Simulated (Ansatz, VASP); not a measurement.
# One calculation of MnO, two programs

```
CELL_PARAMETERS angstrom
0.00000 2.22938 2.22938
2.22938 0.00000 2.22938
2.22938 2.22938 0.00000
ATOMIC_POSITIONS crystal
Mn 0.00000 0.00000 0.00000
O 0.50000 0.50000 0.50000
```

Alike in both runs: task single point; functional PBE; k mesh 5 × 5 × 5; occupations gaussian, width 0.05 eV; collinear spin; Hubbard terms Mn d U = 3.9 eV.

|  | VASP | Ansatz |
| --- | --- | --- |
| version | VASP 6.6.1 | Ansatz 0.2.0 |
| potentials or method | VASP PAW PBE potentials, release 64 (Mn_sv, O_h), cutoff 1340 eV | scalar-relativistic, plane waves, PAW |
| valence electrons in the cell | 21 | 21 |

Ansatz gave:

```
gap on the k mesh at the Fermi level (eV)                     : 0.29
least direct gap on the mesh (eV)                             : 2.51
pressure (GPa)                                                : 7.8
net moment per atom (μB)                                      : 2.50
size of the moment on the site where the two differ most (μB) : 4.28
```

Question: Estimate VASP's values.

Answer: gap on the k mesh at the Fermi level (eV): 0.33; least direct gap on the mesh (eV): 2.65; pressure (GPa): 5.1; net moment per atom (μB): 2.50; size of the moment on the site where the two differ most (μB): 4.50.

Site moments also hang on the region over which each program counts them. The programs project onto different local orbitals, so the same U acts differently, and such runs can settle in different states.

The k mesh is coarse, so the values compare programs but aren't converged.
